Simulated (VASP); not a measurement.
Set up this calculation in VASP 6.6.1, as the native input.

```yaml
Task: single point
Functional: PBE
Potentials_or_basis: VASP PAW PBE potentials, release 64 (Rh_pv)
Cutoff: 520 eV
k_mesh: 18 × 18 × 10
Occupations: fermi-dirac, width 0.15 eV
Spin: no spin polarisation
Dipole_correction: no
Further_INCAR_settings: ALGO = Fast; EDIFF = 1e-07; NBANDS = 22
```

The structure of Rh lies in POSCAR:

```
Rh
1.0
    2.7174394556      0.0000000000      0.0000000000
   -1.3587197278      2.3533716018      0.0000000000
    0.0000000000      0.0000000000      4.3770566265
Rh
2
Direct
    0.6666666667      0.3333333333      0.7500000000
    0.3333333333      0.6666666667      0.2500000000
```

One way to write it, as run:

INCAR

```
PREC = Accurate ; ENCUT = 520
EDIFF = 1E-7 ; ISMEAR = -1
SIGMA = 0.15 ; LREAL = False
LASPH = True ; NELM = 60
ALGO = Fast ; ISIF = 2
LWAVE = False ; LCHARG = False
GGA = PE ; NBANDS = 22
```

KPOINTS

```
regular mesh
0
Gamma
  18 18 10
```

Potentials or basis: VASP PAW PBE potentials, release 64 (Rh_pv).

Command:

```sh
$ cat potpaw_PBE.64/Rh_pv/POTCAR > POTCAR
$ mpirun -np 1 vasp_std > vasp.out
```

Results of the run:

```yaml
Pressure: 3.1 GPa
Band_gap_on_the_k_mesh: zero (band 15 reaches 12.30 eV, above the bottom of band 16 at 9.95 eV)
```

Run time: 2 min on 1 thread of Intel(R) Xeon(R) Platinum 8488C (Sapphire Rapids), with other jobs on the host, peak memory 0.22 GiB.
